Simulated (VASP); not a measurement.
Input of a VASP 6.6.1 run:

File INCAR:

```
PREC = Accurate
ENCUT = 520
EDIFF = 1E-7
ISMEAR = -1
SIGMA = 0.15
LREAL = Auto
LASPH = T
NELM = 100
ALGO = Normal
ISIF = 2
LWAVE = F
LCHARG = T
GGA = PE
IVDW = 12
LELF = T
LVHAR = T
NBANDS = 32
```

The input KPOINTS:

```
Automatic mesh
0
Gamma
  3 3 2
```

The input POSCAR:

```
Be16N
1.0
   -2.2900000000     -3.9663960000      0.0000000000
    3.4350000000     -1.9831980000      0.0000000000
    0.0000000000      0.0000000000      7.1768600000
Be N
16 1
Direct
    0.7411541550      0.5130547350     -0.0032326115
    0.5181973460      0.3734998318      0.2319816744
    0.7084064794      0.5636246980      0.4906045262
    0.5229758610      0.2966272843      0.7641782061
    0.5442193007     -0.0040284720      0.0050857896
    0.2256860467      0.8209668259      0.2276901040
    0.4974450654      0.0024888500      0.4722399489
    0.2646288936      0.8388355651      0.7570441669
    0.2669025296      0.4830878582      0.0116903493
    0.0159194964      0.3341355595      0.2616603919
    0.2437661532      0.4936606960      0.5029079570
    0.0232980487      0.3583559044      0.7775127284
    0.0064872481      0.0067411348     -0.0001950714
    0.7590517578      0.8932543014      0.2280663131
   -0.0348387001     -0.0420613168      0.5197816315
    0.7015660337      0.8100105436      0.7502027349
    0.2499879329      0.1359162639      0.6249669075
```

Potentials or basis: VASP PAW PBE potentials, release 64 (Be, N).

Run with:

```sh
$ cat potpaw_PBE.64/Be/POTCAR potpaw_PBE.64/N/POTCAR > POTCAR
$ mpirun -np 1 vasp_std > vasp.out
```

(1) What does it give for the dispersion energy per atom?

(2) Predict the pressure.

Results:

(1) -0.348 eV.

(2) 4.3 GPa.

Caveat: the k points lie up to 0.53 Å⁻¹ apart.
